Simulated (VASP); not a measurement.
# MoS2 (P-6m2) in VASP: a series of runs

The runs below take MoS2 through single point, with PBE+D3(BJ).

Everything below comes from runs of VASP 6.6.1. Logs are shortened: lines on timing, memory, paths and dates and some standing lists are left out, and cuts for length are marked.

**1. The cell of the first run**

Symmetry: P-6m2, No. 187, hexagonal system. Conventional cell: a = 3.045 Å, b = 3.045 Å, c = 6.255 Å, α = 90.00°, β = 90.00°, γ = 120.00°. Mo (site symmetry -6m2) has 6 S at 2.29 Å and 6 Mo at 3.05 Å within 3.1 Å. Within 3.1 Å of S (site symmetry 3m) lie 3 Mo at 2.29 Å and 7 S at 2.95 to 3.05 Å.

**2. Single point, PBE+D3(BJ) (16.74 Å³/atom)**

The input, INCAR:

```
  ALGO = Normal
  EDIFF = 1E-6
  ENCUT = 500
  GGA = PE
  GGA_COMPAT = False
  ISIF = 2
  ISMEAR = 0
  IVDW = 12
  LASPH = True
  LCHARG = True
  LELF = True
  LREAL = False
  LVHAR = True
  LWAVE = False
  NBANDS = 20
  NELM = 120
  PREC = Accurate
  SIGMA = 0.05
```

The input, KPOINTS:

```
k-points
0
Gamma
  12 12 6
```

The input, POSCAR:

```
MoS2
1.0
    3.0450450705      0.0000000000      0.0000000000
   -1.5225225353      2.6370863867      0.0000000000
    0.0000000000      0.0000000000      6.2551315839
Mo S
1 2
Direct
    0.0000000000      0.0000000000      0.0000000000
    0.3333333333      0.6666666667      0.2357940733
    0.3333333333      0.6666666667      0.7642059267
```

Potentials or basis: VASP PAW PBE potentials, release 64 (Mo_sv, S).

Command:

```console
cat potpaw_PBE.64/Mo_sv/POTCAR potpaw_PBE.64/S/POTCAR > POTCAR
mpirun -np 1 vasp_std > vasp.out
```

OUTCAR:

```text
EDIFF = 1E-6
   ENCUT = 500
   GGA = PE
   ISIF = 2
   ISMEAR = 0
   IVDW = 12
   LASPH = True
   LREAL = False
   NELM = 120
   PREC = Accurate
 IVDW          = 12

 ion  position               nearest neighbor table
   1  0.000  0.000  0.000-   2 2.29   3 2.29   2 2.29   3 2.29   2 2.29   3 2.29
   2  0.333  0.667  0.236-   1 2.29   1 2.29   1 2.29
   3  0.333  0.667  0.764-   1 2.29   1 2.29   1 2.29

  LATTYP: Found a hexagonal cell.
 ALAT       =     3.0450450705
 C/A-ratio  =     2.0542000000

  Lattice vectors:

 A1 = (   3.0450450705,   0.0000000000,   0.0000000000)
 A2 = (  -1.5225225353,   2.6370863867,   0.0000000000)
 A3 = (   0.0000000000,   0.0000000000,   6.2551315839)

Analysis of symmetry for initial positions (statically):
=====================================================================
 Subroutine PRICEL returns:
 Original cell was already a primitive cell.

 Routine SETGRP: Setting up the symmetry group for a
 hexagonal supercell.

 Subroutine GETGRP returns: Found 12 space group operations
 (whereof 12 operations were pure point group operations)
 out of a pool of 24 trial point group operations.

The static configuration has the point symmetry D_3h.

Analysis of symmetry for dynamics (positions and initial velocities):
=====================================================================
 Subroutine PRICEL returns:
 Original cell was already a primitive cell.

 Routine SETGRP: Setting up the symmetry group for a
 hexagonal supercell.

 Subroutine GETGRP returns: Found 12 space group operations
 (whereof 12 operations were pure point group operations)
 out of a pool of 24 trial point group operations.

The dynamic configuration has the point symmetry D_3h.

 Subroutine INISYM returns: Found 12 space group operations
 (whereof 12 operations are pure point group operations),
 and found     1 'primitive' translations

----------------------------------------------------------------------------------------

                                     Primitive cell

  volume of cell :      50.2290

  direct lattice vectors                    reciprocal lattice vectors
     3.045045071  0.000000000  0.000000000     0.328402364  0.189603193  0.000000000
    -1.522522535  2.637086387  0.000000000     0.000000000  0.379206387  0.000000000
     0.000000000  0.000000000  6.255131584     0.000000000  0.000000000  0.159868739

  length of vectors
     3.045045071  3.045045071  6.255131584     0.379206387  0.379206387  0.159868739

  position of ions in fractional coordinates (direct lattice)
     0.000000000  0.000000000  0.000000000
     0.333333333  0.666666667  0.235794073
     0.333333333  0.666666667  0.764205927

  ion indices of the primitive-cell ions
   primitive index   ion index
                 1           1
                 2           2
                 3           3

----------------------------------------------------------------------------------------

 KPOINTS: k-points

Automatic generation of k-mesh.
 Grid dimensions read from file:
 generate k-points for:   12   12    6

 Generating k-lattice:

  Cartesian coordinates                     Fractional coordinates (reciprocal lattice)
     0.027366864  0.015800266  0.000000000     0.083333333 -0.000000000  0.000000000
     0.000000000  0.031600532  0.000000000     0.000000000  0.083333333  0.000000000
     0.000000000  0.000000000  0.026644790     0.000000000  0.000000000  0.166666667

  Length of vectors
     0.031600532  0.031600532  0.026644790

  Shift w.r.t. Gamma in fractional coordinates (k-lattice)
     0.000000000  0.000000000  0.000000000

 Subroutine IBZKPT returns following result:
 ===========================================

 Found     76 irreducible k-points:

 Following reciprocal coordinates:
            Coordinates               Weight
  0.000000  0.000000  0.000000      1.000000
  0.083333 -0.000000  0.000000      6.000000
  0.166667 -0.000000  0.000000      6.000000
  0.250000  0.000000  0.000000      6.000000
  0.333333 -0.000000  0.000000      6.000000
  0.416667 -0.000000  0.000000      6.000000
[... 16 lines left out ...]
  0.250000  0.000000  0.166667     12.000000
  0.333333 -0.000000  0.166667     12.000000
 [... further k-points ...]
   k-points           NKPTS =     76   k-points in BZ     NKDIM =     76   number of bands    NBANDS=     20
   number of dos      NEDOS =    301   number of ions     NIONS =      3
   total plane-waves  NPLWV =  27648
   dimension x,y,z NGX =    24 NGY =   24 NGZ =   48
   dimension x,y,z NGXF=    48 NGYF=   48 NGZF=   96
   ions per type =               1   2
   NGX,Y,Z   is equivalent  to a cutoff of  13.10, 13.10, 12.76 a.u.
   NGXF,Y,Z  is equivalent  to a cutoff of  26.21, 26.21, 25.51 a.u.
 SYSTEM =  unknown system
   PREC   = accura    normal or accurate (medium, high low for compatibility)
   ISTART =      0    job   : 0-new  1-cont  2-samecut
   ICHARG =      2    charge: 1-file 2-atom 10-const
   ISPIN  =      1    spin polarized calculation?
   LNONCOLLINEAR =      F non collinear calculations
   LSORBIT =      F    spin-orbit coupling
   LASPH  =      T    aspherical Exc in radial PAW
   ENCUT  =  500.0 eV  36.75 Ry    6.06 a.u.   5.55  5.55 11.40*2*pi/ulx,y,z
   NELM   =    120;   NELMIN=  2; NELMDL= -5     # of ELM steps
   EDIFF  = 0.1E-05   stopping-criterion for ELM
   LREAL  =      F    real-space projection
   EDIFFG = 0.1E-04   stopping-criterion for IOM
   NSW    =      0    number of steps for IOM
   IBRION =     -1    ionic relax: 0-MD 1-quasi-New 2-CG
   NFREE  =      0    steps in history (QN), initial steepest desc. (CG)
   ISIF   =      2    stress and relaxation
   ISYM   =      2    0-nonsym 1-usesym 2-fastsym
   POTIM  = 0.5000    time-step for ionic-motion
   TEBEG  =    0.0;   TEEND  =   0.0 temperature during run
   PSTRESS=    0.0 pullay stress
   NELECT =      26.0000    total number of electrons
   NUPDOWN=      -1.0000    fix difference up-down
   EMIN   =  10.00;   EMAX   =-10.00  energy-range for DOS
   EFERMI =   0.00;   METHOD = LEGACY
   ISMEAR =     0;   SIGMA  =   0.05  broadening in eV -4-tet -1-fermi 0-gaus
   EFERMI_NEDOS =   21; number of points for ismear=-14 and -15
   IALGO  =     38    algorithm
   IMIX   =      4    mixing-type and parameters
     AMIX     =   0.40;   BMIX     =  1.00
     AMIX_MAG =   1.60;   BMIX_MAG =  1.00
  volume/ion in A,a.u.               =      16.74       112.99
  Fermi-wavevector in a.u.,A,eV,Ry     =   1.314461  2.483971 23.508258  1.727808
  Thomas-Fermi vector in A             =   2.444712
   LORBIT       =      0    0 simple, 1 ext, 2 COOP (PROOUT), +10 PAW based schemes
   GGA     = PE    functional components
   LHFCALC =     F    Hartree Fock is set to
   AEXX    =    0.0000 exact exchange contribution
   IVDW    =    12    specifies the selected vdW correction
   LEPSILON=     F    determine dielectric tensor
   LRPA    =     F    only Hartree local field effects (RPA)
 non-spin polarized calculation
 Gauss-broadening in eV      SIGMA  =   0.05
  energy-cutoff  :      500.00
  volume of cell :       50.23
 maximum number of plane-waves:      1306
 NGX is ok and might be reduce to    24
   NGX = 11   NGY = 11   NGZ = 23

 number of electron      25.9999998 magnetization

 Free energy of the ion-electron system (eV)
  ---------------------------------------------------
  ext. energy  EPLUGINS =         0.00000000
  ---------------------------------------------------
  free energy    TOTEN  =       -21.15414671 eV

  energy without entropy =      -21.15414671  energy(sigma->0) =      -21.15414671

 E-fermi :   8.6665     XC(G=0): -10.9347

 val. band max:        8.4287713394   @ k =   0.0000   0.0000   0.5000
 cond. band min:       9.4600821631   @ k =   0.1667   0.1667   0.0000
 fundamental gap:      1.0313108237
 Fermi energy:         8.6664529628

 k-point     1 :       0.0000    0.0000    0.0000
  band No.  band energies     occupation
      1     -53.0447      2.00000
      2     -27.3513      2.00000
      3     -26.9646      2.00000
      4     -26.9646      2.00000
      5      -7.3769      2.00000
      6      -5.3982      2.00000
[... 12 lines left out ...]
     19      16.4486      0.00000
     20      17.7084      0.00000

 k-point     2 :       0.0833   -0.0000    0.0000
  band No.  band energies     occupation
      1     -53.0399      2.00000
      2     -27.3423      2.00000
      3     -27.0082      2.00000
      4     -26.9742      2.00000
      5      -7.2491      2.00000
      6      -5.3626      2.00000
[... 12 lines left out ...]
     19      16.5679      0.00000
     20      18.2086      0.00000

 k-point     3 :       0.1667   -0.0000    0.0000
  band No.  band energies     occupation
      1     -53.0270      2.00000
      2     -27.3176      2.00000
      3     -27.1261      2.00000
      4     -27.0003      2.00000
      5      -6.8864      2.00000
      6      -5.2622      2.00000
[... 12 lines left out ...]
     19      16.8496      0.00000
     20      18.1331      0.00000

 k-point     4 :       0.2500    0.0000    0.0000
  band No.  band energies     occupation
      1     -53.0092      2.00000
      2     -27.2838      2.00000
      3     -27.2837      2.00000
      4     -27.0357      2.00000
      5      -6.3498      2.00000
      6      -5.1162      2.00000
[... 12 lines left out ...]
     19      17.2677      0.00000
     20      17.4019      0.00000

 k-point     5 :       0.3333   -0.0000    0.0000
  band No.  band energies     occupation
      1     -52.9914      2.00000
      2     -27.4380      2.00000
      3     -27.2495      2.00000
      4     -27.0709      2.00000
      5      -5.7446      2.00000
      6      -4.9579      2.00000
[... 12 lines left out ...]
     19      16.1221      0.00000
     20      16.5947      0.00000

 k-point     6 :       0.4167   -0.0000    0.0000
  band No.  band energies     occupation
      1     -52.9783      2.00000
      2     -27.5487      2.00000
      3     -27.2244      2.00000
      4     -27.0965      2.00000
      5      -5.2346      2.00000
      6      -4.8324      2.00000
[... 12 lines left out ...]
     19      15.9386      0.00000
     20      16.3182      0.00000

 k-point     7 :       0.5000    0.0000    0.0000
  band No.  band energies     occupation
      1     -52.9736      2.00000
      2     -27.5889      2.00000
      3     -27.2152      2.00000
      4     -27.1059      2.00000
      5      -5.0274      2.00000
      6      -4.7841      2.00000
[... 12 lines left out ...]
     19      16.0790      0.00000
     20      16.3079      0.00000
[... 277 lines left out ...]
 k-point    20 :       0.0000    0.0000    0.1667
  band No.  band energies     occupation
      1     -53.0447      2.00000
      2     -27.3513      2.00000
      3     -26.9646      2.00000
      4     -26.9646      2.00000
      5      -7.3405      2.00000
      6      -5.4740      2.00000
[... 12 lines left out ...]
     19      16.6021      0.00000
     20      17.5842      0.00000

 k-point    21 :       0.0833   -0.0000    0.1667
  band No.  band energies     occupation
      1     -53.0399      2.00000
      2     -27.3423      2.00000
      3     -27.0082      2.00000
      4     -26.9742      2.00000
      5      -7.2127      2.00000
      6      -5.4359      2.00000
[... 12 lines left out ...]
     19      16.7126      0.00000
     20      18.0530      0.00000

 k-point    22 :       0.1667   -0.0000    0.1667
  band No.  band energies     occupation
      1     -53.0270      2.00000
      2     -27.3176      2.00000
      3     -27.1261      2.00000
      4     -27.0003      2.00000
      5      -6.8503      2.00000
      6      -5.3283      2.00000
[... 12 lines left out ...]
     19      16.9252      0.00000
     20      18.0952      0.00000

 k-point    23 :       0.2500    0.0000    0.1667
  band No.  band energies     occupation
      1     -53.0092      2.00000
      2     -27.2838      2.00000
      3     -27.2837      2.00000
      4     -27.0357      2.00000
      5      -6.3149      2.00000
      6      -5.1718      2.00000
[... 12 lines left out ...]
     19      16.8823      0.00000
     20      17.7176      0.00000

 k-point    24 :       0.3333   -0.0000    0.1667
  band No.  band energies     occupation
      1     -52.9914      2.00000
      2     -27.4380      2.00000
      3     -27.2495      2.00000
      4     -27.0709      2.00000
      5      -5.7134      2.00000
      6      -5.0012      2.00000
[... 12 lines left out ...]
     19      16.0639      0.00000
     20      16.8158      0.00000

 [... further k-points ...]

------------------------ aborting loop because EDIFF is reached ----------------------------------------

 Edisp (eV)   -1.35689

 E8    (eV) :    -0.5471

  FORCE on cell =-STRESS in cart. coord.  units (eV):
  Direction    XX          YY          ZZ          XY          YZ          ZX
  --------------------------------------------------------------------------------------
  -------------------------------------------------------------------------------------
  Total       6.69329     6.69329     9.17970    -0.00000    -0.00000     0.00000
  in kB     213.49891   213.49891   292.80895    -0.00000    -0.00000     0.00000
  external pressure =      239.94 kB  Pullay stress =        0.00 kB

 VOLUME and BASIS-vectors are now :
 -----------------------------------------------------------------------------
  energy-cutoff  :      500.00
  volume of cell :       50.23
      direct lattice vectors                 reciprocal lattice vectors
     3.045045071  0.000000000  0.000000000     0.328402364  0.189603193  0.000000000
    -1.522522535  2.637086387  0.000000000     0.000000000  0.379206387  0.000000000
     0.000000000  0.000000000  6.255131584     0.000000000  0.000000000  0.159868739

 POSITION                                       TOTAL-FORCE (eV/Angst)
 -----------------------------------------------------------------------------------
      0.00000      0.00000      0.00000         0.000000      0.000000      0.000000
     -0.00000      1.75806      1.47492        -0.000000      0.000000      2.826220
     -0.00000      1.75806      4.78021         0.000000      0.000000     -2.826220
 -----------------------------------------------------------------------------------
    total drift:                                0.000000     -0.000000     -0.000000

  FREE ENERGIE OF THE ION-ELECTRON SYSTEM (eV)
  ---------------------------------------------------
  free  energy   TOTEN  =       -22.5110396555 eV

  energy  without entropy=      -22.5110396555  energy(sigma->0) =      -22.51103966
```

It took 64 s on 1 thread of Intel Xeon 8259CL, shared host; peak memory 0.22 GiB.

What came out:

```yaml
Free_energy: -22.5110 eV
Pressure: 24.0 GPa
Largest_force: 2.826 eV/Å
Band_gap_on_the_k_mesh: 1.03 eV (least direct gap 1.91 eV)
Dispersion_energy_per_atom: -0.452 eV
```

Forces on the atoms (eV/Å):
```
Mo   0.000  0.000  0.000
S    0.000  0.000  2.826
S    0.000  0.000 -2.826
```

Stress tensor (GPa, compression positive):
```
21.35  0.00  0.00
 0.00 21.35  0.00
 0.00  0.00 29.28
```

Levels at points of the mesh, in eV from the valence-band top:
```csv
k point,band 11,band 12,band 13,band 14,band 15,band 16
"(0.00, 0.00, 0.00)",-2.59,-1.61,-1.41,2.42,2.42,2.80
"(0.50, 0.00, 0.00)",-2.16,-1.84,-1.84,1.84,2.31,3.98
"(0.00, 0.00, 0.50)",-2.61,-2.61,0.00,2.31,2.31,2.96
"(0.50, 0.00, 0.50)",-3.39,-1.74,-1.18,1.87,2.61,3.10
```

Caveat: the cell stands under pressure; forces of over 1 eV/Å act on the atoms, so gaps and moduli don't describe the material at rest. A k mesh can miss the band edges.

**3. Single point, PBE+D3(BJ) (16.74 Å³/atom)**

The input, INCAR:

```
PREC = Accurate
ENCUT = 500
EDIFF = 1E-6
ISMEAR = 0
SIGMA = 0.05
LREAL = F
LASPH = T
NELM = 120
ALGO = Normal
ISIF = 2
LWAVE = F
LCHARG = T
GGA = PE
IVDW = 12
LELF = T
LVHAR = T
NBANDS = 20
GGA_COMPAT = F
```

The input, KPOINTS:

```
Automatic mesh
0
Gamma
  12 12 6
```

The input, POSCAR:

```
MoS2
1.0
    3.0997762430      0.0000000000      0.0000000000
   -1.5498881215      2.6844849725      0.0000000000
    0.0000000000      0.0000000000      6.0361942780
Mo S
1 2
Direct
    0.0000000000      0.0000000000      0.0000000000
    0.3333333333      0.6666666667      0.2357940733
    0.3333333333      0.6666666667      0.7642059267
```

Potentials or basis: VASP PAW PBE potentials, release 64 (Mo_sv, S).

Command:

```console
cat potpaw_PBE.64/Mo_sv/POTCAR potpaw_PBE.64/S/POTCAR > POTCAR
mpirun -np 1 vasp_std > vasp.out
```

Run time: 71 s. Hardware: 1 thread of Intel Xeon 8259CL, shared host; peak memory 0.22 GiB.

Results (log left out):

```yaml
Free_energy: -22.3625 eV
Pressure: 24.9 GPa
Largest_force: 3.528 eV/Å
Band_gap_on_the_k_mesh: 0.14 eV (least direct gap 1.58 eV)
Dispersion_energy_per_atom: -0.452 eV
```

Forces on the atoms (eV/Å):
```
Mo   0.000  0.000  0.000
S    0.000  0.000  3.528
S    0.000  0.000 -3.528
```

Stress tensor (GPa, compression positive):
```
18.65  0.00  0.00
 0.00 18.65  0.00
 0.00  0.00 37.28
```

Levels at points of the mesh, in eV from the valence-band top:
| k point | band 9 | band 10 | band 11 | band 12 | band 13 | band 14 | band 15 | band 16 | band 17 | band 18 |
| --- | --- | --- | --- | --- | --- | --- | --- | --- | --- | --- |
| (0.00, 0.00, 0.00) | -4.83 | -3.37 | -3.37 | -1.57 | -1.54 | 1.79 | 1.79 | 2.30 | 2.30 | 4.89 |
| (0.50, 0.00, 0.00) | -6.28 | -5.18 | -2.64 | -2.35 | -2.19 | 1.06 | 1.65 | 3.61 | 4.14 | 4.27 |
| (0.00, 0.00, 0.50) | -4.81 | -3.91 | -3.40 | -3.40 | 0.00 | 1.65 | 1.65 | 2.52 | 2.52 | 5.00 |
| (0.50, 0.00, 0.50) | -5.64 | -5.23 | -3.74 | -2.51 | -1.62 | 1.11 | 1.85 | 2.64 | 3.72 | 6.34 |

Caveat: the cell stands under pressure; forces of over 1 eV/Å act on the atoms, so gaps and moduli don't describe the material at rest. A k mesh can miss the band edges.

[end of part 1 of 2]
